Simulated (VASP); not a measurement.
# CdHg3Se4 in VASP: further runs

Runs on CdHg3Se4. Level: PBE. Tasks: single point.

All numbers are computed with VASP 6.6.1; they aren't measurements. Logs are shortened: lines on timing, memory, paths and dates and some standing lists are left out, and cuts for length are marked.

## Step 1: The cell of the first run

It takes space group Amm2 (No. 38, orthorhombic). The conventional cell has a = 4.421 Å, b = 8.833 Å, c = 12.470 Å, α = 90.00°, β = 90.00°, γ = 90.00°. Cd (site symmetry mm2) has 4 Se at 2.69 Å within 3.5 Å. Hg (site symmetry m) has 4 Se at 2.71 Å within 3.6 Å. Within 3.6 Å of Hg (site symmetry mm2) lie 4 Se at 2.71 Å. Within 3.6 Å of Se (site symmetry mm2) lie 4 Hg at 2.71 Å. Within 3.5 Å of Se (site symmetry mm2) lie 2 Cd at 2.69 Å and 2 Hg at 2.71 Å. Se (site symmetry m) has 1 Cd at 2.69 Å and 3 Hg at 2.71 Å within 3.5 Å.

## Step 2: Single point, PBE

The input, INCAR:

```
ALGO = Normal ; EDIFF = 1E-6
ENCUT = 520 ; GGA = PE
ISIF = 2 ; ISMEAR = 0
LASPH = True ; LCHARG = False
LREAL = False ; LWAVE = False
NBANDS = 46 ; NELM = 100
PREC = Accurate ; SIGMA = 0.2
```

The input, KPOINTS:

```
k-points
0
Gamma
  6 4 4
```

The input, POSCAR:

```
CdHg3Se4
1.0
   -4.4209831000      0.0000000000      0.0000000000
    0.0000000000      4.4164311000      6.2347922000
    0.0000000000      4.4164311000     -6.2347922000
Cd Hg Se
1 3 4
Direct
    0.5000000000      0.4993910000      0.5006090000
    0.0000000000      0.4996540000      0.9997110000
    0.0000000000      0.0002890000      0.5003460000
    0.5000000000      0.0004200000      0.9995800000
    0.0000000000      0.8752400000      0.1247600000
    0.0000000000      0.3764590000      0.6235410000
    0.5000000000      0.3758100000      0.1272630000
    0.5000000000      0.8727370000      0.6241900000
```

Potentials or basis: VASP PAW PBE potentials, release 64 (Cd, Hg, Se).

Launch:

```sh
> cat potpaw_PBE.64/Cd/POTCAR potpaw_PBE.64/Hg/POTCAR potpaw_PBE.64/Se/POTCAR > POTCAR
> mpirun -np 1 vasp_std > vasp.out
```

OUTCAR:

```text
EDIFF = 1E-6
   ENCUT = 520
   GGA = PE
   ISIF = 2
   ISMEAR = 0
   LASPH = True
   LREAL = False
   NELM = 100
   PREC = Accurate

 ion  position               nearest neighbor table
   1  0.500  0.499  0.501-   6 2.69   6 2.69   8 2.69   7 2.69
   2  0.000  0.500  1.000-   5 2.71   7 2.71   7 2.71   6 2.71
   3  0.000  0.000  0.500-   5 2.71   8 2.71   8 2.71   6 2.71
   4  0.500  0.000  1.000-   7 2.71   8 2.71   5 2.71   5 2.71
   5  0.000  0.875  0.125-   4 2.71   4 2.71   2 2.71   3 2.71
   6  0.000  0.376  0.624-   1 2.69   1 2.69   3 2.71   2 2.71
   7  0.500  0.376  0.127-   1 2.69   4 2.71   2 2.71   2 2.71
   8  0.500  0.873  0.624-   1 2.69   4 2.71   3 2.71   3 2.71

  LATTYP: Found a base centered orthorhombic cell.
 ALAT       =     8.8328622000
 B/A-ratio  =     1.4117263598
 C/A-ratio  =     0.5005153482

  Lattice vectors:

 A1 = (   0.0000000000,   4.4164311000,   6.2347922000)
 A2 = (   0.0000000000,   4.4164311000,  -6.2347922000)
 A3 = (  -4.4209831000,   0.0000000000,   0.0000000000)

Analysis of symmetry for initial positions (statically):
=====================================================================
 Subroutine PRICEL returns:
 Original cell was already a primitive cell.

 Routine SETGRP: Setting up the symmetry group for a
 base centered orthorhombic supercell.

 Subroutine GETGRP returns: Found  4 space group operations
 (whereof  4 operations were pure point group operations)
 out of a pool of  8 trial point group operations.

The static configuration has the point symmetry C_2v.

Analysis of symmetry for dynamics (positions and initial velocities):
=====================================================================
 Subroutine PRICEL returns:
 Original cell was already a primitive cell.

 Routine SETGRP: Setting up the symmetry group for a
 base centered orthorhombic supercell.

 Subroutine GETGRP returns: Found  4 space group operations
 (whereof  4 operations were pure point group operations)
 out of a pool of  8 trial point group operations.

The dynamic configuration has the point symmetry C_2v.

 Subroutine INISYM returns: Found  4 space group operations
 (whereof  4 operations are pure point group operations),
 and found     1 'primitive' translations

[... 106 lines left out ...]
   EDIFF  = 0.1E-05   stopping-criterion for ELM
   LREAL  =      F    real-space projection
   EDIFFG = 0.1E-04   stopping-criterion for IOM
   NSW    =      0    number of steps for IOM
   IBRION =     -1    ionic relax: 0-MD 1-quasi-New 2-CG
   NFREE  =      0    steps in history (QN), initial steepest desc. (CG)
   ISIF   =      2    stress and relaxation
   ISYM   =      2    0-nonsym 1-usesym 2-fastsym
   POTIM  = 0.5000    time-step for ionic-motion
   TEBEG  =    0.0;   TEEND  =   0.0 temperature during run
   PSTRESS=    0.0 pullay stress
   NELECT =      72.0000    total number of electrons
   NUPDOWN=      -1.0000    fix difference up-down
   EMIN   =  10.00;   EMAX   =-10.00  energy-range for DOS
   EFERMI =   0.00;   METHOD = LEGACY
   ISMEAR =     0;   SIGMA  =   0.20  broadening in eV -4-tet -1-fermi 0-gaus
   EFERMI_NEDOS =   21; number of points for ismear=-14 and -15
   IALGO  =     38    algorithm
   IMIX   =      4    mixing-type and parameters
     AMIX     =   0.40;   BMIX     =  1.00
     AMIX_MAG =   1.60;   BMIX_MAG =  1.00
  volume/ion in A,a.u.               =      30.43       205.38
  Fermi-wavevector in a.u.,A,eV,Ry     =   1.090699  2.061122 16.185820  1.189624
  Thomas-Fermi vector in A             =   2.226929
   LORBIT       =      0    0 simple, 1 ext, 2 COOP (PROOUT), +10 PAW based schemes
   GGA     = PE    functional components
   LHFCALC =     F    Hartree Fock is set to
   AEXX    =    0.0000 exact exchange contribution
   IVDW    =     0    specifies the selected vdW correction
   LEPSILON=     F    determine dielectric tensor
   LRPA    =     F    only Hartree local field effects (RPA)
 non-spin polarized calculation
 Gauss-broadening in eV      SIGMA  =   0.20
  energy-cutoff  :      520.00
  volume of cell :      243.47
 maximum number of plane-waves:      6636
 NGX is ok and might be reduce to    36
   NGX = 17   NGY = 29   NGZ = 29

 number of electron      72.0000002 magnetization

 Free energy of the ion-electron system (eV)
  ---------------------------------------------------
  ext. energy  EPLUGINS =         0.00000000
  ---------------------------------------------------
  free energy    TOTEN  =       -17.74285284 eV

  energy without entropy =      -17.73753842  energy(sigma->0) =      -17.74019563

 E-fermi :   0.9891     XC(G=0):  -8.6443

 val. band max:        0.8627571573   @ k =   0.0000   0.0000   0.0000
 cond. band min:       1.5598645658   @ k =   0.0000   0.2500  -0.0000
 fundamental gap:      0.6971074085
 Fermi energy:         0.9891199288

 k-point     1 :       0.0000    0.0000    0.0000
  band No.  band energies     occupation
      1     -11.9023      2.00000
      2     -11.5301      2.00000
      3     -11.5163      2.00000
      4     -11.3954      2.00000
      5      -7.1047      2.00000
      6      -7.0004      2.00000
[... 1165 lines left out ...]
     45       7.3886      0.00000
     46       7.4164      0.00000

 [... further k-points ...]

------------------------ aborting loop because EDIFF is reached ----------------------------------------

  FORCE on cell =-STRESS in cart. coord.  units (eV):
  Direction    XX          YY          ZZ          XY          YZ          ZX
  --------------------------------------------------------------------------------------
  -------------------------------------------------------------------------------------
  Total        0.3222332      0.3096543      0.3364247      0.0000000      0.0000000      0.0000000
  in kB        2.1205011      2.0377241      2.2138909      0.0000000      0.0000000      0.0000000
  external PRESSURE =       2.1240387 kB  Pullay stress =       0.0000000 kB

 VOLUME and BASIS-vectors are now :
 -----------------------------------------------------------------------------
  energy-cutoff  :      520.00
  volume of cell :      243.47
      direct lattice vectors                 reciprocal lattice vectors
    -4.420983100  0.000000000  0.000000000    -0.226194034  0.000000000  0.000000000
     0.000000000  4.416431100  6.234792200     0.000000000  0.113213586  0.080195135
     0.000000000  4.416431100 -6.234792200     0.000000000  0.113213586 -0.080195135

 POSITION                                       TOTAL-FORCE (eV/Angst)
 -----------------------------------------------------------------------------------
     -2.21049      4.41643     -0.00759         0.000000     -0.000000     -0.000373
      0.00000      6.62184     -3.11775         0.000000     -0.000426      0.000147
      0.00000      2.21102     -3.11775         0.000000      0.000426      0.000147
     -2.21049      4.41643     -6.22955         0.000000     -0.000000      0.000168
      0.00000      4.41643      4.67909         0.000000     -0.000000     -0.000940
      0.00000      4.41643     -1.54050         0.000000     -0.000000     -0.000567
     -2.21049      2.22179      1.54964         0.000000      0.000222      0.000709
     -2.21049      6.61107      1.54964         0.000000     -0.000222      0.000709
 -----------------------------------------------------------------------------------
    total drift:                               -0.000000      0.000000     -0.000285

  FREE ENERGIE OF THE ION-ELECTRON SYSTEM (eV)
  ---------------------------------------------------
  free  energy   TOTEN  =       -17.7428528374 eV

  energy  without entropy=      -17.7375384218  energy(sigma->0) =      -17.74019563
```

OSZICAR:

```text
N       E                     dE             d eps       ncg     rms          rms(c)
DAV:   1     0.512492648515E+03    0.51249E+03   -0.32823E+04  2576   0.139E+03
DAV:   2     0.153084268279E+02   -0.49718E+03   -0.48098E+03  2796   0.333E+02
DAV:   3    -0.186100591070E+02   -0.33918E+02   -0.33646E+02  3100   0.830E+01
DAV:   4    -0.190366103598E+02   -0.42655E+00   -0.42587E+00  2910   0.889E+00
DAV:   5    -0.190408034681E+02   -0.41931E-02   -0.41926E-02  3018   0.847E-01    0.126E+01
DAV:   6    -0.177573443371E+02    0.12835E+01   -0.27317E+00  3184   0.134E+01    0.100E+01
DAV:   7    -0.177544140918E+02    0.29302E-02   -0.12189E+00  2834   0.433E+00    0.433E+00
DAV:   8    -0.177458896200E+02    0.85245E-02   -0.18716E-01  2970   0.323E+00    0.660E-01
DAV:   9    -0.177426419001E+02    0.32477E-02   -0.30616E-02  2970   0.153E+00    0.209E-01
DAV:  10    -0.177427632882E+02   -0.12139E-03   -0.16787E-03  2870   0.268E-01    0.817E-02
DAV:  11    -0.177428604624E+02   -0.97174E-04   -0.61324E-04  2936   0.147E-01    0.393E-02
DAV:  12    -0.177428524140E+02    0.80483E-05   -0.11927E-04  2872   0.608E-02    0.202E-02
DAV:  13    -0.177428519046E+02    0.50937E-06   -0.28331E-05  2866   0.253E-02    0.537E-03
DAV:  14    -0.177428528374E+02   -0.93277E-06   -0.43039E-06  2262   0.105E-02
   1 F= -.17742853E+02 E0= -.17740196E+02  d E =-.531442E-02
```

stdout:

```text
POSCAR found type information on POSCAR CdHgSe
 POSCAR found :  3 types and       8 ions
 scaLAPACK will be used
 LDA part: xc-table for (Slater+PW92), standard interpolation
 POSCAR, INCAR and KPOINTS ok, starting setup
 FFT: planning ... GRIDC
 FFT: planning ... GRID_SOFT
 FFT: planning ... GRID
 WAVECAR not read
 entering main loop
```

Run time: 2.8 min. Hardware: 1 thread of AMD EPYC 9R45 (Zen 5), shared host; peak memory 0.49 GiB.

Results:

| Property | Result |
| --- | --- |
| Free energy | -17.7429 eV |
| Pressure | 0.2 GPa |

Caveat: spin-orbit coupling is left out, which moves the levels of the heavy elements.

## Step 3: Single point, PBE

The input, INCAR:

```
SYSTEM = CdHg3Se4
ALGO     = Normal         ! electronic algorithm
EDIFF    = 1E-7           ! SCF threshold, eV
ENCUT    = 520            ! plane-wave cutoff, eV
GGA      = PE             ! functional
ISIF     = 2              ! what is computed and relaxed
ISMEAR   = 0              ! smearing method
LASPH    = .True.         ! aspherical terms in the spheres
LCHARG   = .False.        ! write CHGCAR
LREAL    = .False.        ! projectors in reciprocal space
LWAVE    = .False.        ! write WAVECAR
NBANDS   = 46             ! bands
NELM     = 100            ! most SCF steps
PREC     = Accurate       ! precision mode
SIGMA    = 0.2            ! smearing width, eV
```

The input, KPOINTS:

```
k-points
0
Gamma
  6 4 4
  0 0 0
```

The input, POSCAR:

```
CdHg3Se4
1.0
   -4.4215578014     -0.0057874254     -0.0160114184
    0.0279089842      4.4363839025      6.2428467818
   -0.0164126121      4.3989921126     -6.2156342701
Cd Hg Se
1 3 4
Direct
    0.4988318682      0.5004689464      0.4993478002
    0.0051014738      0.4996250604      1.0001123926
   -0.0071506407      0.0023996593      0.5026621677
    0.5080269798     -0.0006964693      1.0009669010
    0.0037117204      0.8741975344      0.1252954789
   -0.0035825357      0.3773072359      0.6223092082
    0.5018351006      0.3740035720      0.1253090657
    0.4932260336      0.8726944609      0.6239969856
```

Potentials or basis: VASP PAW PBE potentials, release 64 (Cd, Hg, Se).

Launch:

```sh
> cat potpaw_PBE.64/Cd/POTCAR potpaw_PBE.64/Hg/POTCAR potpaw_PBE.64/Se/POTCAR > POTCAR
> mpirun -np 1 vasp_std > vasp.out
```

Wall time 6 min (1 thread of AMD EPYC 9R45 (Zen 5), shared host); peak memory 0.66 GiB.

Results (log left out):

```yaml
Free_energy: -17.7404 eV
Pressure: 0.2 GPa
Largest_force: 0.022 eV/Å
```

Forces on the atoms (eV/Å):
```
Cd   0.005 -0.003 -0.009
Hg   0.010 -0.012  0.014
Hg  -0.013 -0.002  0.011
Hg   0.010 -0.013  0.011
Se   0.003  0.006 -0.004
Se  -0.015  0.003 -0.016
Se  -0.001  0.009 -0.003
Se   0.001  0.012 -0.004
```

Stress tensor (GPa, compression positive):
```
 0.26 -0.02 -0.14
-0.02  0.19 -0.10
-0.14 -0.10  0.25
```

Levels at points of the mesh, in eV from the Fermi level:
| k point | band 32 | band 33 | band 34 | band 35 | band 36 | band 37 | band 38 | band 39 | band 40 | band 41 |
| --- | --- | --- | --- | --- | --- | --- | --- | --- | --- | --- |
| (0.00, 0.00, 0.00) | -0.89 | -0.87 | -0.81 | -0.15 | -0.13 | -0.11 | 1.03 | 1.45 | 2.86 | 3.06 |
| (0.50, 0.00, 0.00) | -2.24 | -2.13 | -2.11 | -0.99 | -0.88 | 2.32 | 2.55 | 3.34 | 3.97 | 5.06 |
| (0.00, 0.50, 0.00) | -1.46 | -0.64 | -0.61 | -0.48 | -0.44 | 1.01 | 1.26 | 2.53 | 2.91 | 4.53 |
| (0.50, 0.50, 0.00) | -2.02 | -1.62 | -1.50 | -1.49 | -1.45 | 2.43 | 2.52 | 2.60 | 3.27 | 4.56 |
| (0.00, 0.00, 0.50) | -1.47 | -0.65 | -0.62 | -0.50 | -0.45 | 0.97 | 1.23 | 2.57 | 2.95 | 4.54 |
| (0.50, 0.00, 0.50) | -2.06 | -1.60 | -1.47 | -1.45 | -1.42 | 2.45 | 2.56 | 2.60 | 3.30 | 4.51 |
| (0.00, 0.50, 0.50) | -1.24 | -1.11 | -1.10 | -0.94 | -0.89 | 2.07 | 2.14 | 2.31 | 2.88 | 3.69 |
| (0.50, 0.50, 0.50) | -1.97 | -0.99 | -0.95 | -0.90 | -0.85 | 1.04 | 1.39 | 2.52 | 3.05 | 3.07 |

Caveat: spin-orbit coupling is left out, which moves the levels of the heavy elements.
